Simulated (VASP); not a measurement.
# CsRe (P1) in VASP: further runs, part 2 of 2

VASP 6.6.1. Earlier steps stand in the parts before.

## (4) Single point, PBE

The input, INCAR:

```
SYSTEM = CsRe
ALGO     = Fast           ! electronic algorithm
EDIFF    = 1E-6           ! SCF threshold, eV
ENCUT    = 520            ! plane-wave cutoff, eV
GGA      = PE             ! functional
ISIF     = 2              ! what is computed and relaxed
ISMEAR   = -1             ! smearing method
LASPH    = .True.         ! aspherical terms in the spheres
LCHARG   = .True.         ! write CHGCAR
LELF     = .True.         ! ELF
LREAL    = .False.        ! projectors in reciprocal space
LVHAR    = .True.       
LWAVE    = .False.        ! write WAVECAR
NBANDS   = 15             ! bands
NELM     = 60             ! most SCF steps
PREC     = Accurate       ! precision mode
SIGMA    = 0.1            ! smearing width, eV
```

The input, KPOINTS:

```
k-points
0
Gamma
  14 14 8
  0 0 0
```

The input, POSCAR:

```
CsRe
1.0
    3.6893539700      0.0000000000      0.0000000000
   -1.8446769800      3.1950742600      0.0000000000
    0.0000000000      0.0000000000      5.6314427200
Cs Re
1 1
Direct
    0.0028220000      0.0177320000      0.4944620000
    0.0100150000      0.0159480000      0.0002110000
```

Potentials or basis: VASP PAW PBE potentials, release 64 (Cs_sv, Re).

The run is started by

```console
cat potpaw_PBE.64/Cs_sv/POTCAR potpaw_PBE.64/Re/POTCAR > POTCAR
mpirun -np 1 vasp_std > vasp.out
```

OUTCAR:

```text
SYSTEM = CsRe
   EDIFF = 1E-6
   ENCUT = 520
   GGA = PE
   ISIF = 2
   ISMEAR = -1
   LASPH = .True.
   LREAL = .False.
   NELM = 60
   PREC = Accurate

 ion  position               nearest neighbor table
   1  0.003  0.018  0.494-   2 2.78   2 2.85
   2  0.010  0.016  0.000-   1 2.78   1 2.85

  LATTYP: Found a hexagonal cell.
 ALAT       =     3.6893539700
 C/A-ratio  =     1.5264034749

  Lattice vectors:

 A1 = (   3.6893539700,   0.0000000000,   0.0000000000)
 A2 = (  -1.8446769800,   3.1950742600,   0.0000000000)
 A3 = (   0.0000000000,   0.0000000000,   5.6314427200)

Analysis of symmetry for initial positions (statically):
=====================================================================
 Subroutine PRICEL returns:
 Original cell was already a primitive cell.

 Routine SETGRP: Setting up the symmetry group for a
 hexagonal supercell.

 Subroutine GETGRP returns: Found  1 space group operations
 (whereof  1 operations were pure point group operations)
 out of a pool of 24 trial point group operations.

The static configuration has the point symmetry C_1 .

Analysis of symmetry for dynamics (positions and initial velocities):
=====================================================================
 Subroutine PRICEL returns:
 Original cell was already a primitive cell.

 Routine SETGRP: Setting up the symmetry group for a
 hexagonal supercell.

 Subroutine GETGRP returns: Found  1 space group operations
 (whereof  1 operations were pure point group operations)
 out of a pool of 24 trial point group operations.

The dynamic configuration has the point symmetry C_1 .

 Subroutine INISYM returns: Found  1 space group operations
 (whereof  1 operations are pure point group operations),
 and found     1 'primitive' translations

----------------------------------------------------------------------------------------

                                     Primitive cell

  volume of cell :      66.3821

  direct lattice vectors                    reciprocal lattice vectors
     3.689353970  0.000000000  0.000000000     0.271050164  0.156490885  0.000000000
    -1.844676980  3.195074260  0.000000000     0.000000000  0.312981771  0.000000000
     0.000000000  0.000000000  5.631442720     0.000000000  0.000000000  0.177574389

  length of vectors
     3.689353970  3.689353966  5.631442720     0.312981771  0.312981771  0.177574389

  position of ions in fractional coordinates (direct lattice)
     0.002822000  0.017732000  0.494462000
     0.010015000  0.015948000  0.000211000

  ion indices of the primitive-cell ions
   primitive index   ion index
                 1           1
                 2           2

----------------------------------------------------------------------------------------

 KPOINTS: k-points

Automatic generation of k-mesh.
 Grid dimensions read from file:
 generate k-points for:   14   14    8

 Generating k-lattice:

  Cartesian coordinates                     Fractional coordinates (reciprocal lattice)
     0.019360726  0.011177920  0.000000000     0.071428571  0.000000000  0.000000000
     0.000000000  0.022355841  0.000000000     0.000000000  0.071428571  0.000000000
     0.000000000  0.000000000  0.022196799     0.000000000  0.000000000  0.125000000

  Length of vectors
     0.022355841  0.022355841  0.022196799

[... 37 lines left out ...]
   total plane-waves  NPLWV =  32928
   dimension x,y,z NGX =    28 NGY =   28 NGZ =   42
   dimension x,y,z NGXF=    56 NGYF=   56 NGZF=   84
   ions per type =               1   1
   NGX,Y,Z   is equivalent  to a cutoff of  12.62, 12.62, 12.40 a.u.
   NGXF,Y,Z  is equivalent  to a cutoff of  25.23, 25.23, 24.80 a.u.
 SYSTEM =  CsRe
   PREC   = accura    normal or accurate (medium, high low for compatibility)
   ISTART =      0    job   : 0-new  1-cont  2-samecut
   ICHARG =      2    charge: 1-file 2-atom 10-const
   ISPIN  =      1    spin polarized calculation?
   LNONCOLLINEAR =      F non collinear calculations
   LSORBIT =      F    spin-orbit coupling
   LASPH  =      T    aspherical Exc in radial PAW
   ENCUT  =  520.0 eV  38.22 Ry    6.18 a.u.   6.86  6.86 10.47*2*pi/ulx,y,z
   NELM   =     60;   NELMIN=  2; NELMDL= -5     # of ELM steps
   EDIFF  = 0.1E-05   stopping-criterion for ELM
   LREAL  =      F    real-space projection
   EDIFFG = 0.1E-04   stopping-criterion for IOM
   NSW    =      0    number of steps for IOM
   IBRION =     -1    ionic relax: 0-MD 1-quasi-New 2-CG
   NFREE  =      0    steps in history (QN), initial steepest desc. (CG)
   ISIF   =      2    stress and relaxation
   ISYM   =      2    0-nonsym 1-usesym 2-fastsym
   POTIM  = 0.5000    time-step for ionic-motion
   TEBEG  =    0.0;   TEEND  =   0.0 temperature during run
   PSTRESS=    0.0 pullay stress
   NELECT =      16.0000    total number of electrons
   NUPDOWN=      -1.0000    fix difference up-down
   EMIN   =  10.00;   EMAX   =-10.00  energy-range for DOS
   EFERMI =   0.00;   METHOD = LEGACY
   ISMEAR =    -1;   SIGMA  =   0.10  broadening in eV -4-tet -1-fermi 0-gaus
   EFERMI_NEDOS =   21; number of points for ismear=-14 and -15
   IALGO  =     68    algorithm
   IMIX   =      4    mixing-type and parameters
     AMIX     =   0.40;   BMIX     =  1.00
     AMIX_MAG =   1.60;   BMIX_MAG =  1.00
  volume/ion in A,a.u.               =      33.19       223.98
  Fermi-wavevector in a.u.,A,eV,Ry     =   1.018821  1.925292 14.122793  1.037996
  Thomas-Fermi vector in A             =   2.152300
   LORBIT       =      0    0 simple, 1 ext, 2 COOP (PROOUT), +10 PAW based schemes
   GGA     = PE    functional components
   LHFCALC =     F    Hartree Fock is set to
   AEXX    =    0.0000 exact exchange contribution
   IVDW    =     0    specifies the selected vdW correction
   LEPSILON=     F    determine dielectric tensor
   LRPA    =     F    only Hartree local field effects (RPA)
 non-spin polarized calculation
 RMM-DIIS sequential band-by-band and
  energy-cutoff  :      520.00
  volume of cell :       66.38
 maximum number of plane-waves:      1802
   NGX = 13   NGY = 13   NGZ = 21

 number of electron      16.0000000 magnetization

 Free energy of the ion-electron system (eV)
  ---------------------------------------------------
  ext. energy  EPLUGINS =         0.00000000
  ---------------------------------------------------
  free energy    TOTEN  =        -6.95843327 eV

  energy without entropy =       -6.79481972  energy(sigma->0) =       -6.87662650

 E-fermi :   2.8928     XC(G=0):  -9.5336

 val. band max:        2.8925224874   @ k =   0.0714  -0.3571   0.2500
 cond. band min:       2.8928753105   @ k =   0.2857  -0.2143   0.2500
 fundamental gap:      0.0003528231
 Fermi energy:         2.8928028949

 k-point     1 :       0.0000    0.0000    0.0000
  band No.  band energies     occupation
      1     -20.1881      2.00000
      2      -7.2068      2.00000
      3      -5.5926      2.00000
      4      -5.5923      2.00000
      5      -0.9653      2.00000
      6       1.5576      2.00000
      7       2.6729      1.80028
      8       2.6730      1.80012
      9       2.8501      1.21014
     10       2.8504      1.20895
     11       4.8314      0.00000
     12       7.2704      0.00000
     13       7.7916      0.00000
     14       7.7918      0.00000
[... 401 lines left out ...]
      2      -7.1394      2.00000
      3      -6.0256      2.00000
      4      -5.6916      2.00000
      5      -0.6576      2.00000
      6       1.6321      1.99999
      7       2.5197      1.95317
      8       2.5465      1.93923
      9       2.7940      1.45727
     10       2.8475      1.22287
     11       5.4111      0.00000
     12       7.1828      0.00000
     13       7.5522      0.00000
     14       8.3024      0.00000
     15      11.7145      0.00000

 [... further k-points ...]

------------------------ aborting loop because EDIFF is reached ----------------------------------------

  FORCE on cell =-STRESS in cart. coord.  units (eV):
  Direction    XX          YY          ZZ          XY          YZ          ZX
  --------------------------------------------------------------------------------------
  -------------------------------------------------------------------------------------
  Total       -5.0843757     -5.0860182      1.3247410     -0.0003192      0.0012792     -0.0066702
  in kB     -122.7148905   -122.7545342     31.9735320     -0.0077040      0.0308734     -0.1609894
  external PRESSURE =     -71.1652976 kB  Pullay stress =       0.0000000 kB

 VOLUME and BASIS-vectors are now :
 -----------------------------------------------------------------------------
  energy-cutoff  :      520.00
  volume of cell :       66.38
      direct lattice vectors                 reciprocal lattice vectors
     3.689353970  0.000000000  0.000000000     0.271050164  0.156490885  0.000000000
    -1.844676980  3.195074260  0.000000000     0.000000000  0.312981771  0.000000000
     0.000000000  0.000000000  5.631442720     0.000000000  0.000000000  0.177574389

 POSITION                                       TOTAL-FORCE (eV/Angst)
 -----------------------------------------------------------------------------------
     -0.02230      0.05666      2.78453        -0.019790      0.003770      0.231707
      0.00753      0.05096      0.00119         0.019790     -0.003770     -0.231707
 -----------------------------------------------------------------------------------
    total drift:                               -0.000215      0.000006     -0.000122

  FREE ENERGIE OF THE ION-ELECTRON SYSTEM (eV)
  ---------------------------------------------------
  free  energy   TOTEN  =        -6.9584332737 eV

  energy  without entropy=       -6.7948197249  energy(sigma->0) =       -6.87662650
```

It took 7.1 min on 1 thread of Intel Xeon Platinum 8559C (Emerald Rapids), shared host; peak memory 0.86 GiB.

Results:

| Property | Result |
| --- | --- |
| Free energy | -6.9584 eV |
| Pressure | -7.1 GPa |
| Largest force | 0.233 eV/Å |
| Band gap on the k mesh | zero (bands 8 and 9 overlap by 1.05 eV) |

Forces in eV/Å, atoms in the order of the input:
```
Cs  -0.020  0.004  0.232
Re   0.020 -0.004 -0.232
```

Stress tensor (GPa, compression positive):
```
-12.27   0.00  -0.02
  0.00 -12.28   0.00
 -0.02   0.00   3.20
```

Caveat: the stress differs along the axes, from -12 to 3 GPa; spin-orbit coupling is left out, which moves the levels of the heavy elements.

## (5) Overview

| potentials or basis | k mesh | cutoff (eV) | smearing | gap on the mesh (eV) | pressure (GPa) | largest force (eV/Å) |
| --- | --- | --- | --- | --- | --- | --- |
| VASP PAW PBE potentials, release 64 (Cs_sv, Re_sv_GW) | 8 × 8 × 4 | 560 | fermi-dirac 0.1 eV | none | -6.9 | 0.23 |
| VASP PAW PBE potentials, release 64 (Cs_sv, Re_sv_GW) | 6 × 6 × 4 | 560 | gaussian 0.05 eV | none | -7.4 | 0.27 |
| VASP PAW PBE potentials, release 64 (Cs_sv, Re) | 14 × 14 × 8 | 520 | fermi-dirac 0.1 eV | none | -7.1 | 0.23 |

Alike in all rows: task single point; level PBE; no spin polarisation; cell as given.

Caveats: spin-orbit coupling is left out, which moves the levels of the heavy elements; the stress differs along the axes, from -13 to 5 GPa (at least some runs); the stress differs along the axes, from -13 to 4 GPa (at least some runs); the stress differs along the axes, from -12 to 3 GPa (at least some runs).

Absolute energies hang on the potentials; compare differences alone.

The gap in the log of VASP goes by the Fermi energy; the results here count the filled bands.